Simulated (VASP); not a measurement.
Input of a VASP 6.6.1 run:

Contents of INCAR:

```
SYSTEM = Mo16H
ALGO = Normal
EDIFF = 1E-6
EDIFFG = -0.08
ENCUT = 520
GGA = CA
IBRION = 2
ISIF = 2
ISMEAR = -1
KPAR = 2
LASPH = .TRUE.
LCHARG = .FALSE.
LREAL = Auto
LWAVE = .FALSE.
NELM = 80
NSW = 45
PREC = Accurate
SIGMA = 0.05
```

File KPOINTS:

```
k-points
0
G
  2 2 2
  0 0 0
```

Contents of POSCAR:

```
Mo16H
1.0
    6.3000000000      0.0000000000      0.0000000000
    0.0000000000      6.3000000000      0.0000000000
    0.0000000000      0.0000000000      6.3000000000
Mo H
16 1
Direct
    0.0000000000      0.0000000000      0.0000000000
    0.5000000000      0.0000000000      0.0000000000
    0.0000000000      0.5000000000      0.0000000000
    0.0000000000      0.0000000000      0.5000000000
    0.2500000000      0.2500000000      0.2500000000
    0.5000000000      0.5000000000      0.0000000000
    0.5000000000      0.0000000000      0.5000000000
    0.7500000000      0.2500000000      0.2500000000
    0.0000000000      0.5000000000      0.5000000000
    0.2500000000      0.7500000000      0.2500000000
    0.2500000000      0.2500000000      0.7500000000
    0.5000000000      0.5000000000      0.5000000000
    0.7500000000      0.7500000000      0.2500000000
    0.7500000000      0.2500000000      0.7500000000
    0.2500000000      0.7500000000      0.7500000000
    0.7500000000      0.7500000000      0.7500000000
    0.0014969000      0.1338115000      0.2547150000
```

Potentials or basis: VASP PAW LDA potentials, release 64 (Mo_sv, H).

Command:

```sh
$ cat potpaw_LDA.64/Mo_sv/POTCAR potpaw_LDA.64/H/POTCAR > POTCAR
$ mpirun -np 4 vasp_std > vasp.out
```

Q: Estimate the energy gained by relaxing.

A: 15.9 meV/atom.

Q: Predict the band gap on the k mesh.

A: Zero (an odd number of electrons rules out a gap without spin polarisation).

Final structure:
```cif
data_structure
_symmetry_space_group_name_H-M 'P 1'
_symmetry_Int_Tables_number 1
_cell_length_a 6.3000
_cell_length_b 6.3000
_cell_length_c 6.3000
_cell_angle_alpha 90.000
_cell_angle_beta 90.000
_cell_angle_gamma 90.000
_cell_volume 250.05
loop_
_atom_site_label
_atom_site_type_symbol
_atom_site_fract_x
_atom_site_fract_y
_atom_site_fract_z
_atom_site_occupancy
Mo1 Mo 0.00005 0.99420 0.99264 1
Mo2 Mo 0.50007 0.99968 0.99867 1
Mo3 Mo 0.00008 0.50066 0.99841 1
Mo4 Mo 0.00005 0.99376 0.50888 1
Mo5 Mo 0.25954 0.25718 0.25011 1
Mo6 Mo 0.50009 0.50294 0.99818 1
Mo7 Mo 0.50007 0.99955 0.50149 1
Mo8 Mo 0.74080 0.25711 0.25010 1
Mo9 Mo 0.00008 0.50037 0.50185 1
Mo10 Mo 0.25175 0.75014 0.25019 1
Mo11 Mo 0.25136 0.25049 0.75014 1
Mo12 Mo 0.50009 0.50291 0.50188 1
Mo13 Mo 0.74835 0.75007 0.25019 1
Mo14 Mo 0.74872 0.25045 0.75014 1
Mo15 Mo 0.25148 0.74767 0.75029 1
Mo16 Mo 0.74859 0.74768 0.75029 1
H1 H 0.00034 0.12895 0.25126 1
```

Caveat: the k points lie up to 0.50 Å⁻¹ apart, too coarse for converged energies and pressures of a metal.
